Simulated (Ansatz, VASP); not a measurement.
One calculation of PbS, two programs

File INCAR:

```
SYSTEM = PbS
  PREC = Accurate
  ENCUT = 600
  EDIFF = 1E-7
  ISMEAR = -1
  SIGMA = 0.05
  LREAL = .FALSE.
  LASPH = .TRUE.
  NELM = 100
  ALGO = Normal
  ISIF = 3
  LWAVE = .FALSE.
  LCHARG = .FALSE.
  GGA = PS
  IBRION = 2
  NSW = 60
  EDIFFG = -0.01
```

File KPOINTS:

```
regular mesh
0
G
  8 8 7
  0 0 0
```

POSCAR

```
PbS
1.0
    4.0896976867      0.0000000000      0.0000000000
   -2.0448488433      3.5417820905      0.0000000000
    0.0000000000      0.0000000000      3.7881670000
Pb S
1 1
Direct
    0.0000000000      0.0000000000      0.0000000000
    0.6666666667      0.3333333333      0.5000000000
```

Contents of input.yaml:

```yaml
crystal:
  lattice:
    - [4.0896976867, 0.0, 0.0]
    - [-2.0448488433, 3.5417820905, 0.0]
    - [0.0, 0.0, 3.788167]
  atoms:
    - { symbol: Pb, position: [0.0, 0.0, 0.0] }
    - { symbol: S, position: [0.6666666667, 0.3333333333, 0.5] }
hamiltonian:
  xc: pbesol
  pseudopotentials: { kind: paw }
kpoints:
  mp_grid: { grid: [8, 8, 7] }
scf:
  occupations: { method: fermi_dirac, width: 0.05 }
output:
  forces: true
  stress: true
  eigenvalues: true
relax:
  f_tol: 0.01
  max_steps: 40
  cell: { stress_tol: 0.05 }
```

Alike in both runs: task relaxation of cell and atoms; functional PBEsol; k mesh 8 × 8 × 7; occupations fermi-dirac, width 0.05 eV; no spin polarisation.

|  | VASP | Ansatz |
| --- | --- | --- |
| version | VASP 6.6.1 | Ansatz 0.2.0 |
| potentials or method | VASP PAW PBE potentials, release 64 (Pb_d, S) | Ansatz PAW |
| plane-wave cutoff (eV) | 600 | 420 |
| valence electrons in the cell | 20 | 20 |

|  | VASP | Ansatz | Ansatz less VASP |
| --- | --- | --- | --- |
| gap on the k mesh at the Fermi level, each at its own relaxed structure (eV) | none | none | - |
| relaxed volume (Å³/atom) | 25.83 | 25.81 | -0.015 |
| relaxed cell length with the largest relative difference (Å) | 3.991 | 3.989 | -0.0017 |

VASP's potentials were made for PBE, not for PBEsol. A gap of «none» marks a metal or a gap that the smearing closes.

Neither program's run includes spin-orbit coupling. Noted on Ansatz's run: the plane-wave basis is chosen anew once the cell has moved, so the energies of steps on either side of that aren't comparable.
